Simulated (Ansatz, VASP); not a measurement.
InAs in VASP and in Ansatz

```
CELL_PARAMETERS angstrom
0.00000 3.03799 3.03799
3.03799 0.00000 3.03799
3.03799 3.03799 0.00000
ATOMIC_POSITIONS crystal
In 0.00000 0.00000 0.00000
As 0.75000 0.75000 0.75000
```

Alike in both runs: task single point; functional PBEsol; dispersion D3(BJ); k mesh 8 × 8 × 8; occupations fermi-dirac, width 0.05 eV; no spin polarisation.

|  | VASP | Ansatz |
| --- | --- | --- |
| version | VASP 6.6.1 | Ansatz 0.2.0 |
| potentials or method | VASP PAW PBE potentials, release 64 (In_d, As) | Ansatz PAW |
| plane-wave cutoff (eV) | 520 | 420 |
| valence electrons in the cell | 18 | 28 |

|  | VASP | Ansatz | Ansatz less VASP |
| --- | --- | --- | --- |
| gap on the k mesh at the Fermi level (eV) | none | none | - |
| pressure (GPa) | -1.4 | -1.4 | -0.09 |

VASP's potentials were made for PBE, not for PBEsol. A gap of «none» marks a metal or a gap that the smearing closes. VASP's potentials hold 18 valence electrons a cell and Ansatz's 28, so a difference there can come from the potentials and not from the codes.
